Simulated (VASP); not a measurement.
Write the native input for VASP 6.6.1 that does the following.

```yaml
Task: single point
Functional: r2SCAN
Potentials_or_basis: VASP PAW PBE potentials, release 64 (Pd)
Cutoff: 550 eV
k_mesh: 11 × 11 × 11
Occupations: gaussian, width 0.05 eV
Spin: no spin polarisation
Dipole_correction: no
Further_INCAR_settings: ALGO = Normal; EDIFF = 1e-06; NBANDS = 11
```

Crystal: Pd.

```
CELL_PARAMETERS angstrom
-1.57228 1.57228 1.57228
1.57228 -1.57228 1.57228
1.57228 1.57228 -1.57228
ATOMIC_POSITIONS crystal
Pd 0.00000 0.00000 0.00000
```

This isn't the form of Pd at room conditions, which is fcc.

These files were run (other wordings do the same):

POSCAR

```
Pd
1.0
   -1.5722810000      1.5722810000      1.5722810000
    1.5722810000     -1.5722810000      1.5722810000
    1.5722810000      1.5722810000     -1.5722810000
Pd
1
Direct
    0.0000000000      0.0000000000      0.0000000000
```

INCAR.step1

```
PREC = Accurate
ENCUT = 550
ISMEAR = 0
SIGMA = 0.05
LREAL = False
LASPH = True
NELM = 120
NBANDS = 11
GGA = PE
ALGO = Normal
EDIFF = 1E-5
LWAVE = True
LCHARG = False
GGA_COMPAT = False
```

INCAR.step2

```
PREC = Accurate
ENCUT = 550
EDIFF = 1E-6
ISMEAR = 0
SIGMA = 0.05
LREAL = False
LASPH = True
NELM = 120
ALGO = Normal
ISIF = 2
LWAVE = False
LCHARG = False
METAGGA = R2SCAN
LMIXTAU = True
NBANDS = 11
ISTART = 1
GGA_COMPAT = False
```

KPOINTS

```
Automatic mesh
0
Gamma
  11 11 11
```

Potentials or basis: VASP PAW PBE potentials, release 64 (Pd).

Command:

```console
$ cat potpaw_PBE.64/Pd/POTCAR > POTCAR
$ cp INCAR.step1 INCAR
$ mpirun -np 1 vasp_std > vasp.out
$ cp INCAR.step2 INCAR
$ mpirun -np 1 vasp_std > vasp.out
```

Results of the run:

```json
{
  "Pressure": "-4.8 GPa",
  "Band gap on the k mesh": "zero (bands 5 and 6 overlap by 1.55 eV)"
}
```

Caveat: the cell stands under tension; the PAW data sets were made with another functional, which shifts forces and pressure a little.

It took 30 s on 1 thread of Intel(R) Xeon(R) Platinum 8488C (Sapphire Rapids), with other jobs on the host, peak memory 0.15 GiB.
